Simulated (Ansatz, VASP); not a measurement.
## Two plane-wave programs on MgB2

```
Mg B
1.0
     3.06429    0.00000    0.00000
    -1.53215    2.65376    0.00000
     0.00000    0.00000    3.49935
Mg B
1 2
Direct
  0.00000 0.00000 0.00000
  0.33333 0.66667 0.50000
  0.66667 0.33333 0.50000
```

Alike in both runs: task single point; functional PBEsol; k mesh 10 × 10 × 8; no spin polarisation.

|  | VASP | Ansatz |
| --- | --- | --- |
| version | VASP 6.6.1 | Ansatz 0.2.0 |
| potentials or method | VASP PAW PBE potentials, release 64 (Mg, B), cutoff 520 eV | plane waves, PAW |
| occupations | fermi-dirac, width 0.1 eV | fermi-dirac |
| valence electrons in the cell | 8 | 16 |

```tsv
	VASP	Ansatz	Ansatz less VASP
pressure (GPa)	0.0	0.0	-0.03
traceless stress, the component that is largest in VASP (GPa)	-0.88	-0.72	+0.152
```

VASP's potentials were made for PBE, not for PBEsol. VASP's potentials hold 8 valence electrons a cell and Ansatz's 16, so a difference there can come from the potentials and not from the codes.
